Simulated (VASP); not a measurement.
Write the native input for VASP 6.6.1 that does the following.

| Quantity | Value |
| --- | --- |
| Task | single point |
| Functional | revPBE |
| Potentials or basis | VASP PAW PBE potentials, release 64 (Gd) |
| Cutoff | 520 eV |
| k mesh | 8 × 8 × 5 |
| Occupations | fermi-dirac, width 0.05 eV |
| Spin | collinear spin, ferromagnetic start |
| Starting moments | [7.0, 7.0] μB |
| Dipole correction | no |
| Further INCAR settings | ALGO = Normal; EDIFF = 1e-06; NBANDS = 29 |

The structure of Gd lies in POSCAR:

```
Gd
1.0
    3.6932592492      0.0000000000      0.0000000000
   -1.8466296246      3.1984563326      0.0000000000
    0.0000000000      0.0000000000      5.9172237692
Gd
2
Direct
    0.6666666667      0.3333333333      0.7500000000
    0.3333333333      0.6666666667      0.2500000000
```

The input as run:

INCAR

```
SYSTEM = Gd
ALGO = Normal
EDIFF = 1E-6
ENCUT = 520
GGA = RE
ISIF = 2
ISMEAR = -1
ISPIN = 2
LASPH = .TRUE.
LCHARG = .TRUE.
LELF = .TRUE.
LMAXMIX = 6
LORBIT = 11
LREAL = .FALSE.
LVHAR = .TRUE.
LWAVE = .FALSE.
MAGMOM = 7 7
NBANDS = 29
NELM = 150
PREC = Accurate
SIGMA = 0.05
```

KPOINTS

```
k-points
0
G
  8 8 5
  0 0 0
```

Potentials or basis: VASP PAW PBE potentials, release 64 (Gd).

The run is started by

```console
$ cat potpaw_PBE.64/Gd/POTCAR > POTCAR
$ mpirun -np 1 vasp_std > vasp.out
```

Results of the run:

* Pressure: -0.1 GPa
* Net moment: 15.32 μB per cell
* Site moments: Gd +6.99 μB
* Valence electrons inside the program's atomic spheres: Gd 15.18

Caveat: the PAW data sets were made with another functional, which shifts forces and pressure a little.

It took 11 min on 1 thread of Oxide Virtual Turin-like Processor, on a shared host, peak memory 0.25 GiB.
